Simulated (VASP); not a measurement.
Write the native input for VASP 6.6.1 that does the following.

```
Task                   : relaxation of cell and atoms
Functional             : RPBE
Potentials or basis    : VASP PAW PBE potentials, release 64 (Mg)
Cutoff                 : 600 eV
k mesh                 : 9 × 9 × 9
Occupations            : fermi-dirac, width 0.1 eV
Spin                   : no spin polarisation
Dipole correction      : no
Further INCAR settings : ALGO = Normal; EDIFF = 1e-06; IBRION = 2; EDIFFG = -0.01; NSW = 80; ISIF = 3
```

The structure of Mg lies in POSCAR:

```
Mg
1.0
    0.0000000000      3.1538244874      3.1538244874
    3.1538244874      0.0000000000      3.1538244874
    3.1538244874      3.1538244874      0.0000000000
Mg
2
Direct
    0.1250000000      0.1250000000      0.1250000000
    0.8750000000      0.8750000000      0.8750000000
```

These files were run (other wordings do the same):

INCAR

```
ALGO     = Normal         # electronic algorithm
EDIFF    = 1E-6           # SCF threshold, eV
EDIFFG   = -0.01          # ionic threshold
ENCUT    = 600            # plane-wave cutoff, eV
GGA      = RP             # functional
IBRION   = 2              # ionic algorithm
ISIF     = 3              # what is computed and relaxed
ISMEAR   = -1             # smearing method
LASPH    = True           # aspherical terms in the spheres
LCHARG   = False          # write CHGCAR
LREAL    = False          # projectors in reciprocal space
LWAVE    = False          # write WAVECAR
NELM     = 100            # most SCF steps
NSW      = 80             # ionic steps
PREC     = Accurate       # precision mode
SIGMA    = 0.1            # smearing width, eV
```

KPOINTS

```
k-points
0
Gamma
  9 9 9
```

Potentials or basis: VASP PAW PBE potentials, release 64 (Mg).

The run is started by

```sh
$ cat potpaw_PBE.64/Mg/POTCAR > POTCAR
$ mpirun -np 1 vasp_std > vasp.out
```

Results of the run:

The relaxed volume is 42.19 Å³/atom. The relaxed cell is a = 4.923 Å, b = 4.923 Å, c = 4.923 Å, α = 60.00°, β = 60.00°, γ = 60.00°, the space group after relaxing (to 0.05 Å) is Fd-3m (No. 227) and the energy gained by relaxing is 138.8 meV/atom. The ionic steps are 5. The pressure after relaxing is 0.0 GPa and the band gap on the k mesh is zero (band 2 reaches 3.13 eV, above the bottom of band 3 at -0.36 eV).

Caveat: the volume moved by over 15 % at a fixed basis, so the end points are rough; the PAW data sets were made with another functional, which shifts forces and pressure a little.

Wall time 24 s on 1 thread of Intel(R) Xeon(R) 6975P-C (Granite Rapids), on a shared host, peak memory 0.21 GiB.
